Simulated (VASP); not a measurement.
# Ta3N (Pm-3m) in VASP: a series of runs

Runs on Ta3N. Level: PBE. Tasks: single point.

All numbers are computed with VASP 6.6.1; they aren't measurements. Logs are shortened: lines on timing, memory, paths and dates and some standing lists are left out, and cuts for length are marked.

### Step 1. The cell of the first run

Symmetry: Pm-3m, No. 221, cubic system. The conventional cell has a = 3.899 Å, b = 3.899 Å, c = 3.899 Å, α = 90.00°, β = 90.00°, γ = 90.00°. Ta (site symmetry 4/mmm) has 8 Ta at 2.76 Å and 4 N at 2.76 Å within 3.6 Å. Within 3.6 Å of N (site symmetry m-3m) lie 12 Ta at 2.76 Å.

### Step 2. Single point, PBE, collinear spin

The input, INCAR:

```
SYSTEM = Ta3N
ALGO = Normal
EDIFF = 1E-6
ENCUT = 600
GGA = PE
GGA_COMPAT = .False.
ISIF = 2
ISMEAR = 0
ISPIN = 2
LASPH = .True.
LCHARG = .False.
LMAXMIX = 4
LORBIT = 11
LREAL = .False.
LWAVE = .False.
MAGMOM = 1 1 1 0
NBANDS = 31
NELM = 200
PREC = Accurate
SIGMA = 0.1
```

The input, KPOINTS:

```
k-points
0
Gamma
  6 6 6
  0 0 0
```

The input, POSCAR:

```
Ta3N
1.0
    3.8993387023      0.0000000000      0.0000000000
    0.0000000000      3.8993387023      0.0000000000
    0.0000000000      0.0000000000      3.8993387023
Ta N
3 1
Direct
    0.0000000000      0.5000000000      0.5000000000
    0.5000000000      0.0000000000      0.5000000000
    0.5000000000      0.5000000000      0.0000000000
    0.0000000000      0.0000000000      0.0000000000
```

Potentials or basis: VASP PAW PBE potentials, release 64 (Ta_pv, N).

Launch:

```sh
> cat potpaw_PBE.64/Ta_pv/POTCAR potpaw_PBE.64/N/POTCAR > POTCAR
> mpirun -np 1 vasp_std > vasp.out
```

OUTCAR:

```text
SYSTEM = Ta3N
   EDIFF = 1E-6
   ENCUT = 600
   GGA = PE
   ISIF = 2
   ISMEAR = 0
   ISPIN = 2
   LASPH = .True.
   LORBIT = 11
   LREAL = .False.
   NELM = 200
   PREC = Accurate

 ion  position               nearest neighbor table
   1  0.000  0.500  0.500-   2 2.76   3 2.76   3 2.76   2 2.76   2 2.76   3 2.76   3 2.76   2 2.76

   2  0.500  0.000  0.500-   1 2.76   3 2.76   3 2.76   1 2.76   3 2.76   3 2.76   1 2.76   1 2.76

   3  0.500  0.500  0.000-   1 2.76   2 2.76   1 2.76   2 2.76   2 2.76   2 2.76   1 2.76   1 2.76

   4  0.000  0.000  0.000-

  LATTYP: Found a simple cubic cell.
 ALAT       =     3.8993387023

  Lattice vectors:

 A1 = (   3.8993387023,   0.0000000000,   0.0000000000)
 A2 = (   0.0000000000,   3.8993387023,   0.0000000000)
 A3 = (   0.0000000000,   0.0000000000,   3.8993387023)

Analysis of symmetry for initial positions (statically):
=====================================================================
 Subroutine PRICEL returns:
 Original cell was already a primitive cell.

 Routine SETGRP: Setting up the symmetry group for a
 simple cubic supercell.

 Subroutine GETGRP returns: Found 48 space group operations
 (whereof 48 operations were pure point group operations)
 out of a pool of 48 trial point group operations.

The static configuration has the point symmetry O_h .

Analysis of symmetry for dynamics (positions and initial velocities):
=====================================================================
 Subroutine PRICEL returns:
 Original cell was already a primitive cell.

 Routine SETGRP: Setting up the symmetry group for a
 simple cubic supercell.

 Subroutine GETGRP returns: Found 48 space group operations
 (whereof 48 operations were pure point group operations)
 out of a pool of 48 trial point group operations.

The dynamic configuration has the point symmetry O_h .

Analysis of structural, dynamic, and magnetic symmetry:
=====================================================================
 Subroutine PRICEL returns:
 Original cell was already a primitive cell.

 Routine SETGRP: Setting up the symmetry group for a
 simple cubic supercell.

 Subroutine GETGRP returns: Found 48 space group operations
 (whereof 48 operations were pure point group operations)
 out of a pool of 48 trial point group operations.

The overall configuration has the point symmetry O_h .

 Subroutine INISYM returns: Found 48 space group operations
 (whereof 48 operations are pure point group operations),
 and found     1 'primitive' translations

----------------------------------------------------------------------------------------

                                     Primitive cell

  volume of cell :      59.2888

  direct lattice vectors                    reciprocal lattice vectors
     3.899338702  0.000000000  0.000000000     0.256453742  0.000000000  0.000000000
     0.000000000  3.899338702  0.000000000     0.000000000  0.256453742  0.000000000
     0.000000000  0.000000000  3.899338702     0.000000000  0.000000000  0.256453742

  length of vectors
     3.899338702  3.899338702  3.899338702     0.256453742  0.256453742  0.256453742

  position of ions in fractional coordinates (direct lattice)
     0.000000000  0.500000000  0.500000000
     0.500000000  0.000000000  0.500000000
     0.500000000  0.500000000  0.000000000
     0.000000000  0.000000000  0.000000000

  ion indices of the primitive-cell ions
   primitive index   ion index
                 1           1
                 2           2
                 3           3
                 4           4

----------------------------------------------------------------------------------------

 KPOINTS: k-points

Automatic generation of k-mesh.
 Grid dimensions read from file:
 generate k-points for:    6    6    6

 Generating k-lattice:

  Cartesian coordinates                     Fractional coordinates (reciprocal lattice)
     0.042742290  0.000000000  0.000000000     0.166666667  0.000000000  0.000000000
     0.000000000  0.042742290  0.000000000     0.000000000  0.166666667  0.000000000
     0.000000000  0.000000000  0.042742290     0.000000000  0.000000000  0.166666667

  Length of vectors
     0.042742290  0.042742290  0.042742290

  Shift w.r.t. Gamma in fractional coordinates (k-lattice)
     0.000000000  0.000000000  0.000000000

 Subroutine IBZKPT returns following result:
 ===========================================

 Found     20 irreducible k-points:

 Following reciprocal coordinates:
            Coordinates               Weight
  0.000000  0.000000  0.000000      1.000000
  0.166667  0.000000  0.000000      6.000000
  0.333333  0.000000  0.000000      6.000000
  0.500000  0.000000  0.000000      3.000000
  0.166667  0.166667  0.000000     12.000000
  0.333333  0.166667  0.000000     24.000000
[... 12 lines left out ...]
  0.500000  0.500000  0.333333      6.000000
  0.500000  0.500000  0.500000      1.000000
   k-points           NKPTS =     20   k-points in BZ     NKDIM =     20   number of bands    NBANDS=     31
   number of dos      NEDOS =    301   number of ions     NIONS =      4
   total plane-waves  NPLWV =  32768
   dimension x,y,z NGX =    32 NGY =   32 NGZ =   32
   dimension x,y,z NGXF=    64 NGYF=   64 NGZF=   64
   ions per type =               3   1
   NGX,Y,Z   is equivalent  to a cutoff of  13.64, 13.64, 13.64 a.u.
   NGXF,Y,Z  is equivalent  to a cutoff of  27.29, 27.29, 27.29 a.u.
 SYSTEM =  Ta3N
   PREC   = accura    normal or accurate (medium, high low for compatibility)
   ISTART =      0    job   : 0-new  1-cont  2-samecut
   ICHARG =      2    charge: 1-file 2-atom 10-const
   ISPIN  =      2    spin polarized calculation?
   LNONCOLLINEAR =      F non collinear calculations
   LSORBIT =      F    spin-orbit coupling
   LASPH  =      T    aspherical Exc in radial PAW
   ENCUT  =  600.0 eV  44.10 Ry    6.64 a.u.   7.79  7.79  7.79*2*pi/ulx,y,z
   NELM   =    200;   NELMIN=  2; NELMDL= -5     # of ELM steps
   EDIFF  = 0.1E-05   stopping-criterion for ELM
   LREAL  =      F    real-space projection
   EDIFFG = 0.1E-04   stopping-criterion for IOM
   NSW    =      0    number of steps for IOM
   IBRION =     -1    ionic relax: 0-MD 1-quasi-New 2-CG
   NFREE  =      0    steps in history (QN), initial steepest desc. (CG)
   ISIF   =      2    stress and relaxation
   ISYM   =      2    0-nonsym 1-usesym 2-fastsym
   POTIM  = 0.5000    time-step for ionic-motion
   TEBEG  =    0.0;   TEEND  =   0.0 temperature during run
   PSTRESS=    0.0 pullay stress
   NELECT =      38.0000    total number of electrons
   NUPDOWN=      -1.0000    fix difference up-down
   EMIN   =  10.00;   EMAX   =-10.00  energy-range for DOS
   EFERMI =   0.00;   METHOD = LEGACY
   ISMEAR =     0;   SIGMA  =   0.10  broadening in eV -4-tet -1-fermi 0-gaus
   EFERMI_NEDOS =   21; number of points for ismear=-14 and -15
   IALGO  =     38    algorithm
   IMIX   =      4    mixing-type and parameters
     AMIX     =   0.40;   BMIX     =  1.00
     AMIX_MAG =   1.60;   BMIX_MAG =  1.00
  volume/ion in A,a.u.               =      14.82       100.03
  Fermi-wavevector in a.u.,A,eV,Ry     =   1.411492  2.667333 27.107016  1.992309
  Thomas-Fermi vector in A             =   2.533338
   LORBIT       =     11    0 simple, 1 ext, 2 COOP (PROOUT), +10 PAW based schemes
   GGA     = PE    functional components
   LHFCALC =     F    Hartree Fock is set to
   AEXX    =    0.0000 exact exchange contribution
   IVDW    =     0    specifies the selected vdW correction
   LEPSILON=     F    determine dielectric tensor
   LRPA    =     F    only Hartree local field effects (RPA)
 spin polarized calculation
 Gauss-broadening in eV      SIGMA  =   0.10
  energy-cutoff  :      600.00
  volume of cell :       59.29
 maximum number of plane-waves:      2008
 NGX is ok and might be reduce to    32

 number of electron      38.0000012 magnetization      -0.0010742

 number of electron      38.0000012 magnetization       0.0000782

 Free energy of the ion-electron system (eV)
  ---------------------------------------------------
  ext. energy  EPLUGINS =         0.00000000
  ---------------------------------------------------
  free energy    TOTEN  =       -39.73044206 eV

  energy without entropy =      -39.71695060  energy(sigma->0) =      -39.72369633

 E-fermi :   6.3670     XC(G=0): -12.7190

 val. band max:        6.3450910167   @ k =   0.5000   0.3333   0.3333
 cond. band min:       6.3865437163   @ k =   0.5000   0.3333   0.3333
 fundamental gap:      0.0414526996
 Fermi energy:         6.3670249582

 spin component 1

 k-point     1 :       0.0000    0.0000    0.0000
  band No.  band energies     occupation
      1     -28.4273      1.00000
      2     -28.4273      1.00000
      3     -28.4273      1.00000
      4     -27.5853      1.00000
      5     -27.5853      1.00000
      6     -27.5853      1.00000
[... 669 lines left out ...]
     30      13.7325      0.00000
     31      13.7325      0.00000
 Fermi energy:         6.3670249582

 spin component 2

 k-point     1 :       0.0000    0.0000    0.0000
  band No.  band energies     occupation
      1     -28.4274      1.00000
      2     -28.4274      1.00000
      3     -28.4274      1.00000
      4     -27.5854      1.00000
      5     -27.5854      1.00000
      6     -27.5854      1.00000
[... 669 lines left out ...]
     30      13.7326      0.00000
     31      13.7326      0.00000

------------------------ aborting loop because EDIFF is reached ----------------------------------------

  FORCE on cell =-STRESS in cart. coord.  units (eV):
  Direction    XX          YY          ZZ          XY          YZ          ZX
  --------------------------------------------------------------------------------------
  -------------------------------------------------------------------------------------
  Total        3.5840781      3.5840781      3.5840781      0.0000000      0.0000000     -0.0000000
  in kB       96.8534668     96.8534668     96.8534668      0.0000000      0.0000000     -0.0000000
  external PRESSURE =      96.8534668 kB  Pullay stress =       0.0000000 kB

 VOLUME and BASIS-vectors are now :
 -----------------------------------------------------------------------------
  energy-cutoff  :      600.00
  volume of cell :       59.29
      direct lattice vectors                 reciprocal lattice vectors
     3.899338702  0.000000000  0.000000000     0.256453742  0.000000000  0.000000000
     0.000000000  3.899338702  0.000000000     0.000000000  0.256453742  0.000000000
     0.000000000  0.000000000  3.899338702     0.000000000  0.000000000  0.256453742

 POSITION                                       TOTAL-FORCE (eV/Angst)
 -----------------------------------------------------------------------------------
      0.00000      1.94967      1.94967         0.000000      0.000000      0.000000
      1.94967      0.00000      1.94967         0.000000      0.000000      0.000000
      1.94967      1.94967      0.00000         0.000000      0.000000      0.000000
      0.00000      0.00000      0.00000         0.000000      0.000000      0.000000
 -----------------------------------------------------------------------------------
    total drift:                                0.000000     -0.000000     -0.000000

  FREE ENERGIE OF THE ION-ELECTRON SYSTEM (eV)
  ---------------------------------------------------
  free  energy   TOTEN  =       -39.7304420606 eV

  energy  without entropy=      -39.7169505954  energy(sigma->0) =      -39.72369633

 total charge

# of ion       s       p       d       tot
------------------------------------------
    1        0.390   6.135   2.573   9.098
    2        0.390   6.135   2.573   9.098
    3        0.390   6.135   2.573   9.098
    4        1.328   2.080   0.000   3.408
--------------------------------------------------
tot          2.499  20.485   7.719  30.703

 magnetization (x)

# of ion       s       p       d       tot
------------------------------------------
    1       -0.000  -0.000  -0.000  -0.000
    2       -0.000  -0.000  -0.000  -0.000
    3       -0.000  -0.000  -0.000  -0.000
    4       -0.000   0.000   0.000   0.000
--------------------------------------------------
tot         -0.000   0.000  -0.000  -0.000
```

Run time: 1.7 min. Hardware: 1 thread of Intel Xeon 8259CL, shared host; peak memory 0.24 GiB.

Results:

* Free energy: -39.7304 eV
* Pressure: 9.7 GPa
* Band gap on the k mesh: zero (filled and empty bands overlap)
* Net moment: 0.00 μB per cell
* Valence electrons inside the program's atomic spheres: Ta 9.10; N 3.41

Levels at points of the mesh, in eV from the Fermi level:
Spin up:
```tsv
k point	band 16	band 17	band 18	band 19	band 20	band 21	band 22	band 23
(0.00, 0.00, 0.00)	-3.32	-2.98	-2.98	-2.98	-2.32	2.71	2.71	2.71
(0.50, 0.00, 0.00)	-0.98	-0.61	-0.15	0.18	0.18	1.08	1.08	1.15
(0.50, 0.50, 0.00)	-2.02	-1.38	0.32	0.32	1.46	1.47	1.47	1.65
(0.50, 0.50, 0.50)	-3.75	-0.78	-0.05	-0.05	-0.05	1.88	2.17	2.17
```
Spin down:
```csv
k point,band 16,band 17,band 18,band 19,band 20,band 21,band 22,band 23
"(0.00, 0.00, 0.00)",-3.32,-2.98,-2.98,-2.98,-2.32,2.71,2.71,2.71
"(0.50, 0.00, 0.00)",-0.98,-0.61,-0.15,0.18,0.18,1.08,1.08,1.15
"(0.50, 0.50, 0.00)",-2.02,-1.38,0.32,0.32,1.46,1.47,1.47,1.65
"(0.50, 0.50, 0.50)",-3.75,-0.78,-0.05,-0.05,-0.05,1.88,2.17,2.17
```

Caveat: the cell stands under pressure; spin-orbit coupling is left out, which moves the levels of the heavy elements.

### Step 3. Single point, PBE

This run uses another cell than the first one: it holds 8 atoms, not 4.

The input, INCAR:

```
ALGO = Normal
EDIFF = 1E-6
ENCUT = 600
GGA = PE
GGA_COMPAT = F
ISIF = 2
ISMEAR = 0
LASPH = T
LCHARG = F
LREAL = F
LWAVE = F
NBANDS = 48
NELM = 120
PREC = Accurate
SIGMA = 0.1
```

The input, KPOINTS:

```
k-points
0
Gamma
  6 6 4
```

The input, POSCAR:

```
Ta3N
1.0
   -3.9648078473      0.0000000000      0.0000000000
    0.0000000000      0.0000000000     -3.9648078473
    0.0000000000     -7.9296156946      0.0000000000
Ta N
6 2
Direct
    1.0000000000      0.5000000000      0.7500000000
    1.0000000000      0.5000000000      0.2500000000
    0.5000000000      0.5000000000      0.5000000000
    0.5000000000      0.5000000000      0.0000000000
    0.5000000000      1.0000000000      0.7500000000
    0.5000000000      1.0000000000      0.2500000000
    0.0000000000      1.0000000000      1.0000000000
    0.0000000000      1.0000000000      0.5000000000
```

Potentials or basis: VASP PAW PBE potentials, release 64 (Ta_pv, N).

Launch:

```sh
> cat potpaw_PBE.64/Ta_pv/POTCAR potpaw_PBE.64/N/POTCAR > POTCAR
> mpirun -np 1 vasp_std > vasp.out
```

It took 5.6 min on 1 thread of Intel Xeon 8259CL, shared host; peak memory 0.34 GiB.

It converged, with:

| Quantity | Value |
| --- | --- |
| Free energy | -79.6401 eV |
| Pressure | 0.3 GPa |
| Band gap on the k mesh | zero (bands 38 and 39 overlap by 1.05 eV) |

Levels at points of the mesh, in eV from the Fermi level:
```csv
k point,band 34,band 35,band 36,band 37,band 38,band 39,band 40,band 41,band 42,band 43
"(0.00, 0.00, 0.00)",-2.43,-2.28,-0.84,-0.78,-0.05,0.19,0.19,1.09,1.09,1.23
"(0.50, 0.00, 0.00)",-0.78,-0.05,0.18,0.19,0.35,0.36,1.09,1.09,1.23,1.38
"(0.50, 0.50, 0.00)",-0.74,0.05,0.05,0.05,0.36,0.36,1.39,1.45,1.45,1.62
"(0.00, 0.00, 0.50)",-2.09,-1.63,-1.63,-1.63,-1.63,-0.24,-0.24,1.96,1.96,3.30
"(0.50, 0.00, 0.50)",-1.11,0.24,0.24,0.25,0.25,0.46,0.46,0.78,0.78,0.88
"(0.50, 0.50, 0.50)",-0.06,-0.06,-0.06,-0.06,-0.06,0.27,0.27,0.70,0.70,2.46
```

Caveat: spin-orbit coupling is left out, which moves the levels of the heavy elements.

### Step 4. Single point, PBE

This run uses another cell than the first one: it holds 8 atoms, not 4.

The input, INCAR:

```
PREC = Accurate
ENCUT = 600
EDIFF = 1E-6
ISMEAR = 0
SIGMA = 0.1
LREAL = False
LASPH = True
NELM = 120
ALGO = Normal
ISIF = 2
LWAVE = False
LCHARG = True
GGA = PE
LELF = True
LVHAR = True
NBANDS = 48
GGA_COMPAT = False
```

The input, KPOINTS:

```
regular mesh
0
Gamma
  6 6 4
```

The input, POSCAR:

```
Ta3N
1.0
    0.0000000000      4.1957229997      0.0000000000
    0.0000000000      0.0000000000      4.1957229997
    8.3914459995      0.0000000000      0.0000000000
Ta N
6 2
Direct
    1.0000000000      0.0000000000      0.2500000000
    1.0000000000      0.0000000000      0.7500000000
    0.5000000000      0.0000000000      0.5000000000
    0.5000000000      0.0000000000      0.0000000000
    0.0000000000      0.5000000000      0.5000000000
    0.0000000000      0.5000000000      0.0000000000
    1.0000000000      0.0000000000      0.5000000000
    0.0000000000      0.0000000000      0.0000000000
```

Launch:

```sh
> cat potpaw_PBE.64/Ta_pv/POTCAR potpaw_PBE.64/N/POTCAR > POTCAR
> mpirun -np 1 vasp_std > vasp.out
```

Wall time 6.7 min (1 thread of Intel Xeon 8259CL, shared host); peak memory 0.42 GiB.

The run converged. Its results:

```yaml
Free_energy: -85.3005 eV
Pressure: 0.3 GPa
Band_gap_on_the_k_mesh: zero (bands 38 and 39 overlap by 0.21 eV)
```

Levels at points of the mesh, in eV from the Fermi level:
```csv
k point,band 36,band 37,band 38,band 39,band 40,band 41
"(0.00, 0.00, 0.00)",-1.29,-1.29,-0.48,0.74,1.32,2.26
"(0.50, 0.00, 0.00)",-0.47,-0.28,-0.28,-0.08,-0.07,0.74
"(0.50, 0.50, 0.00)",-0.29,-0.07,-0.07,-0.06,-0.05,-0.05
"(0.00, 0.00, 0.50)",-2.03,-1.74,-1.74,1.81,1.81,2.03
"(0.50, 0.00, 0.50)",-1.09,-0.38,-0.38,0.22,0.22,0.44
"(0.50, 0.50, 0.50)",-0.16,0.05,0.05,0.49,0.49,0.58
```

Caveat: spin-orbit coupling is left out, which moves the levels of the heavy elements.

### Step 5. The runs side by side

| spin | cell | k mesh | gap on the mesh (eV) | pressure (GPa) |
| --- | --- | --- | --- | --- |
| collinear | a = 3.899 Å, 4 atoms, atomic positions A | 6 × 6 × 6 | none | 9.7 |
| off | a = 3.965, b = 3.965, c = 7.930 Å, 8 atoms, atomic positions B | 6 × 6 × 4 | none | 0.3 |
| off | a = 4.196, b = 4.196, c = 8.391 Å, 8 atoms, atomic positions C | 6 × 6 × 4 | none | 0.3 |

Alike in all rows: task single point; level PBE; potentials or basis VASP PAW PBE potentials, release 64 (Ta_pv, N); cutoff (eV) 600; smearing gaussian 0.1 eV.

Caveats: spin-orbit coupling is left out, which moves the levels of the heavy elements; the cell stands under pressure (at least some runs).

Total energies depend on the potentials used, so only differences within one code and one set of settings carry meaning.
